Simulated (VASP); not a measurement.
# AlN (qlda) (P6_3mc) in VASP: further runs

Runs on AlN (qlda). Level: LDA. Tasks: single point, relaxation of cell and atoms.

All numbers are computed with VASP 6.6.1; they aren't measurements. Logs are shortened: lines on timing, memory, paths and dates and some standing lists are left out, and cuts for length are marked.

## 1. The cell of the first run

Symmetry: P6_3mc, No. 186, hexagonal system. The conventional cell has a = 3.089 Å, b = 3.089 Å, c = 4.943 Å, α = 90.00°, β = 90.00°, γ = 120.00°. Within 2.5 Å of Al (site symmetry 3m) lie 4 N at 1.88 to 1.89 Å. N (site symmetry 3m) has 4 Al at 1.88 to 1.89 Å within 2.5 Å.

## 2. Single point, LDA

INCAR reads:

```
SYSTEM = AlN
PREC = Accurate
ENCUT = 520
EDIFF = 1E-7
ISMEAR = 0
SIGMA = 0.02
LREAL = .False.
LASPH = .True.
NELM = 100
ALGO = Normal
ISIF = 2
LWAVE = .False.
LCHARG = .False.
GGA = CA
NBANDS = 16
```

KPOINTS reads:

```
regular mesh
0
Gamma
  9 9 4
  0 0 0
```

POSCAR reads:

```
AlN
1.0
    3.0886447106      0.0000000000      0.0000000000
   -1.5443223553      2.6748447827      0.0000000000
    0.0000000000      0.0000000000      4.9430764346
Al N
2 2
Direct
    0.6666666667      0.3333333333      0.4990076321
    0.3333333333      0.6666666667      0.9990076321
    0.6666666667      0.3333333333      0.8809923679
    0.3333333333      0.6666666667      0.3809923679
```

Potentials or basis: VASP PAW LDA potentials, release 64 (Al, N).

The run is started by

```console
$ cat potpaw_LDA.64/Al/POTCAR potpaw_LDA.64/N/POTCAR > POTCAR
$ mpirun -np 1 vasp_std > vasp.out
```

OUTCAR:

```text
SYSTEM = AlN
   PREC = Accurate
   ENCUT = 520
   EDIFF = 1E-7
   ISMEAR = 0
   LREAL = .False.
   LASPH = .True.
   NELM = 100
   ISIF = 2
   GGA = CA

 ion  position               nearest neighbor table
   1  0.667  0.333  0.499-   4 1.88   4 1.88   4 1.88   3 1.89   2 3.05   2 3.05   2 3.05   2 3.05
                             2 3.05   2 3.05
   2  0.333  0.667  0.999-   3 1.88   3 1.88   3 1.88   4 1.89   1 3.05   1 3.05   1 3.05   1 3.05
                             1 3.05   1 3.05
   3  0.667  0.333  0.881-   2 1.88   2 1.88   2 1.88   1 1.89
   4  0.333  0.667  0.381-   1 1.88   1 1.88   1 1.88   2 1.89

  LATTYP: Found a hexagonal cell.
 ALAT       =     3.0886447106
 C/A-ratio  =     1.6004030563

  Lattice vectors:

 A1 = (   3.0886447106,   0.0000000000,   0.0000000000)
 A2 = (  -1.5443223553,   2.6748447827,   0.0000000000)
 A3 = (   0.0000000000,   0.0000000000,   4.9430764346)

Analysis of symmetry for initial positions (statically):
=====================================================================
 Subroutine PRICEL returns:
 Original cell was already a primitive cell.

 Routine SETGRP: Setting up the symmetry group for a
 hexagonal supercell.

 Subroutine GETGRP returns: Found 12 space group operations
 (whereof  6 operations were pure point group operations)
 out of a pool of 24 trial point group operations.

The static configuration has the point symmetry C_3v.
 The point group associated with its full space group is C_6v.

Analysis of symmetry for dynamics (positions and initial velocities):
=====================================================================
 Subroutine PRICEL returns:
 Original cell was already a primitive cell.

 Routine SETGRP: Setting up the symmetry group for a
 hexagonal supercell.

 Subroutine GETGRP returns: Found 12 space group operations
 (whereof  6 operations were pure point group operations)
 out of a pool of 24 trial point group operations.

The dynamic configuration has the point symmetry C_3v.
 The point group associated with its full space group is C_6v.

 Subroutine INISYM returns: Found 12 space group operations
 (whereof  6 operations are pure point group operations),
 and found     1 'primitive' translations

----------------------------------------------------------------------------------------

                                     Primitive cell

  volume of cell :      40.8379

  direct lattice vectors                    reciprocal lattice vectors
     3.088644711  0.000000000  0.000000000     0.323766601  0.186926734  0.000000000
    -1.544322355  2.674844783  0.000000000     0.000000000  0.373853469  0.000000000
     0.000000000  0.000000000  4.943076435     0.000000000  0.000000000  0.202303163
[... 90 lines left out ...]
   EDIFFG = 0.1E-05   stopping-criterion for IOM
   NSW    =      0    number of steps for IOM
   IBRION =     -1    ionic relax: 0-MD 1-quasi-New 2-CG
   NFREE  =      0    steps in history (QN), initial steepest desc. (CG)
   ISIF   =      2    stress and relaxation
   ISYM   =      2    0-nonsym 1-usesym 2-fastsym
   POTIM  = 0.5000    time-step for ionic-motion
   TEBEG  =    0.0;   TEEND  =   0.0 temperature during run
   PSTRESS=    0.0 pullay stress
   NELECT =      16.0000    total number of electrons
   NUPDOWN=      -1.0000    fix difference up-down
   EMIN   =  10.00;   EMAX   =-10.00  energy-range for DOS
   EFERMI =   0.00;   METHOD = LEGACY
   ISMEAR =     0;   SIGMA  =   0.02  broadening in eV -4-tet -1-fermi 0-gaus
   EFERMI_NEDOS =   21; number of points for ismear=-14 and -15
   IALGO  =     38    algorithm
   IMIX   =      4    mixing-type and parameters
     AMIX     =   0.40;   BMIX     =  1.00
     AMIX_MAG =   1.60;   BMIX_MAG =  1.00
  volume/ion in A,a.u.               =      10.21        68.90
  Fermi-wavevector in a.u.,A,eV,Ry     =   1.197917  2.263736 19.524443  1.435006
  Thomas-Fermi vector in A             =   2.333820
   LORBIT       =      0    0 simple, 1 ext, 2 COOP (PROOUT), +10 PAW based schemes
   GGA     = CA    functional components
   LHFCALC =     F    Hartree Fock is set to
   AEXX    =    0.0000 exact exchange contribution
   IVDW    =     0    specifies the selected vdW correction
   LEPSILON=     F    determine dielectric tensor
   LRPA    =     F    only Hartree local field effects (RPA)
 non-spin polarized calculation
 Gauss-broadening in eV      SIGMA  =   0.02
  energy-cutoff  :      520.00
  volume of cell :       40.84
 maximum number of plane-waves:      1118
 NGX is ok and might be reduce to    24
   NGX = 11   NGY = 11   NGZ = 19

 number of electron      15.9999997 magnetization

 Free energy of the ion-electron system (eV)
  ---------------------------------------------------
  ext. energy  EPLUGINS =         0.00000000
  ---------------------------------------------------
  free energy    TOTEN  =       -32.84105685 eV

  energy without entropy =      -32.84105685  energy(sigma->0) =      -32.84105685

 E-fermi :   6.1947     XC(G=0): -11.3437

 val. band max:        6.1157454897   @ k =   0.0000   0.0000   0.0000
 cond. band min:      10.5401838663   @ k =   0.0000   0.0000   0.0000
 fundamental gap:      4.4244383767
 Fermi energy:         6.1946850800

 k-point     1 :       0.0000    0.0000    0.0000
  band No.  band energies     occupation
      1      -9.0582      2.00000
      2      -6.7640      2.00000
      3      -0.0389      2.00000
      4       5.2255      2.00000
      5       5.2255      2.00000
      6       5.8871      2.00000
[... 433 lines left out ...]
      3       1.3947      2.00000
      4       1.5749      2.00000
      5       1.5749      2.00000
      6       3.0623      2.00000
[... 8 lines left out ...]
     15      19.1687      0.00000
     16      21.6163      0.00000

 [... further k-points ...]
[... 5 lines left out ...]
  --------------------------------------------------------------------------------------
  -------------------------------------------------------------------------------------
  Total        0.1705814      0.1705814      0.1645241      0.0000000     -0.0000000      0.0000000
  in kB        6.6923468      6.6923468      6.4547025      0.0000000     -0.0000000      0.0000000
  external PRESSURE =       6.6131320 kB  Pullay stress =       0.0000000 kB

 VOLUME and BASIS-vectors are now :
 -----------------------------------------------------------------------------
  energy-cutoff  :      520.00
  volume of cell :       40.84
      direct lattice vectors                 reciprocal lattice vectors
     3.088644711  0.000000000  0.000000000     0.323766601  0.186926734  0.000000000
    -1.544322355  2.674844783  0.000000000     0.000000000  0.373853469  0.000000000
     0.000000000  0.000000000  4.943076435     0.000000000  0.000000000  0.202303163

 POSITION                                       TOTAL-FORCE (eV/Angst)
 -----------------------------------------------------------------------------------
      1.54432      0.89161      2.46663         0.000000     -0.000000     -0.000513
     -0.00000      1.78323      4.93817        -0.000000     -0.000000     -0.000513
      1.54432      0.89161      4.35481        -0.000000      0.000000      0.000513
     -0.00000      1.78323      1.88327         0.000000     -0.000000      0.000513
 -----------------------------------------------------------------------------------
    total drift:                               -0.000000      0.000000     -0.000694

  FREE ENERGIE OF THE ION-ELECTRON SYSTEM (eV)
  ---------------------------------------------------
  free  energy   TOTEN  =       -32.8410568504 eV

  energy  without entropy=      -32.8410568504  energy(sigma->0) =      -32.84105685
```

Run time: 17 s. Hardware: 1 thread of Intel Xeon 8259CL, shared host; peak memory 0.15 GiB.

What came out:

```yaml
Free_energy: -32.8411 eV
Pressure: 0.7 GPa
Band_gap_on_the_k_mesh: 4.42 eV, direct
```

Levels at points of the mesh, in eV from the valence-band top:
```tsv
k point	band 4	band 5	band 6	band 7	band 8	band 9	band 10	band 11	band 12	band 13
(0.00, 0.00, 0.00)	-0.89	-0.89	-0.23	-0.23	0.00	4.42	6.73	10.66	11.10	11.10
(0.00, 0.00, 0.50)	-3.37	-0.57	-0.57	-0.57	-0.57	6.61	6.61	10.32	10.32	11.42
```

A k mesh can miss the band edges.

## 3. Relaxation of cell and atoms, LDA

This run uses another cell than the first one, of 10.63 Å³/atom, 1.041 times its volume.

INCAR reads:

```
PREC     = Accurate       # precision mode
ENCUT    = 600            # plane-wave cutoff, eV
EDIFF    = 1E-6           # SCF threshold, eV
ISMEAR   = 0              # smearing method
SIGMA    = 0.02           # smearing width, eV
LREAL    = False          # projectors in reciprocal space
LASPH    = True           # aspherical terms in the spheres
NELM     = 60             # most SCF steps
ALGO     = Normal         # electronic algorithm
ISIF     = 3              # what is computed and relaxed
LWAVE    = False          # write WAVECAR
LCHARG   = False          # write CHGCAR
GGA      = CA             # functional
IBRION   = 2              # ionic algorithm
NSW      = 100            # ionic steps
EDIFFG   = -0.002         # ionic threshold
```

KPOINTS reads:

```
Automatic mesh
0
Gamma
  9 9 4
```

POSCAR reads:

```
AlN
1.0
    3.1285881400      0.0000000000      0.0000000000
   -1.5642940700      2.7094368000      0.0000000000
    0.0000000000      0.0000000000      5.0169550000
Al N
2 2
Direct
    0.6666666700      0.3333333300      0.4992870000
    0.3333333300      0.6666666700      0.9992870000
    0.6666666700      0.3333333300      0.8807130000
    0.3333333300      0.6666666700      0.3807130000
```

Potentials or basis: VASP PAW LDA potentials, release 64 (Al, N).

The run is started by

```console
$ cat potpaw_LDA.64/Al/POTCAR potpaw_LDA.64/N/POTCAR > POTCAR
$ mpirun -np 1 vasp_std > vasp.out
```

Wall time 95 s (1 thread of Intel Xeon 8259CL, shared host); peak memory 0.16 GiB.

Results (log left out):

```
Free energy                            : -32.8444 eV
Relaxed volume                         : 10.24 Å³/atom
Relaxed cell                           : a = 3.091 Å, b = 3.091 Å, c = 4.948 Å, α = 90.00°, β = 90.00°, γ = 120.00°
Space group after relaxing (to 0.05 Å) : P6_3mc (No. 186)
Energy gained by relaxing              : 9.5 meV/atom
Ionic steps                            : 8
Pressure after relaxing                : 0.0 GPa
Band gap on the k mesh                 : 4.40 eV, direct
```

The path:
| step | energy change (eV) | largest force (eV/Å) | pressure (GPa) | volume (Å³) |
| --- | --- | --- | --- | --- |
| 1 | 0.0000 | 0.0034 | -7.48 | 42.53 |
| 2 | -0.0043 | 0.0243 | 7.88 | 39.55 |
| 3 | -0.0378 | 0.0107 | -0.05 | 40.96 |
| 4 | -0.0378 | 0.0110 | 0.10 | 40.93 |
| 5 | -0.0379 | 0.0150 | 0.11 | 40.92 |
| 6 | -0.0379 | 0.0170 | 0.11 | 40.92 |
| 7 | -0.0379 | 0.0088 | -0.09 | 40.96 |
| 8 | -0.0379 | 0.0011 | -0.02 | 40.95 |

Final structure:
```yaml
crystal:
  lattice:
    - [3.09123, 0.00000, 0.00000]
    - [-1.54562, 2.67708, 0.00000]
    - [0.00000, 0.00000, 4.94791]
  atoms:
    - { symbol: Al, position: [0.66667, 0.33333, 0.49903] }
    - { symbol: Al, position: [0.33333, 0.66667, 0.99903] }
    - { symbol: N, position: [0.66667, 0.33333, 0.88097] }
    - { symbol: N, position: [0.33333, 0.66667, 0.38097] }
```

Levels at points of the mesh, in eV from the valence-band top:
```
           k point  band 4  band 5  band 6  band 7  band 8  band 9  band 10  band 11  band 12
(0.00, 0.00, 0.00)   -0.89   -0.89   -0.23   -0.23    0.00    4.40     6.71    10.64    11.08
(0.00, 0.00, 0.50)   -3.37   -0.57   -0.57   -0.57   -0.57    6.59     6.59    10.30    10.30
```
